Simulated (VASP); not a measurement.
## InAs (zinc blende): single point with LDA

The system is InAs (zinc blende).

```
In As
1.0
     0.00000    2.89161    2.89161
     2.89161    0.00000    2.89161
     2.89161    2.89161    0.00000
In As
1 1
Direct
  0.00000 0.00000 0.00000
  0.25000 0.25000 0.25000
```

This cell differs from its parent crystal: volume scaled by 0.87.

```json
{
  "Program": "VASP 6.6.1",
  "Task": "single point",
  "Functional": "LDA",
  "Potentials or basis": "VASP PAW LDA potentials, release 64 (In_d, As)",
  "Cutoff": "500 eV",
  "k mesh": "12 × 12 × 12",
  "Occupations": "gaussian, width 0.02 eV",
  "Spin": "no spin polarisation"
}
```

```
Pressure               : 10.2 GPa
Band gap on the k mesh : 0.29 eV, direct
```

Levels at points of the mesh, in eV from the valence-band top:
| k point | band 5 | band 6 | band 7 | band 8 | band 9 | band 10 | band 11 | band 12 | band 13 | band 14 |
| --- | --- | --- | --- | --- | --- | --- | --- | --- | --- | --- |
| (0.00, 0.00, 0.00) | -14.52 | -12.88 | 0.00 | 0.00 | 0.00 | 0.29 | 3.86 | 3.86 | 3.86 | 7.78 |
| (0.50, 0.00, 0.00) | -14.51 | -10.92 | -6.60 | -1.22 | -1.22 | 1.11 | 4.66 | 4.66 | 6.77 | 9.60 |
| (0.50, 0.50, 0.00) | -14.49 | -10.23 | -6.55 | -2.84 | -2.84 | 1.18 | 1.93 | 9.92 | 10.09 | 10.09 |

Run time: 57 s on 1 thread of Intel(R) Xeon(R) Platinum 8259CL CPU @ 2.50GHz (Skylake/Cascade Lake) (shared host), peak memory 0.18 GiB.

Caveat: spin-orbit coupling is left out, which moves the levels of the heavy elements.
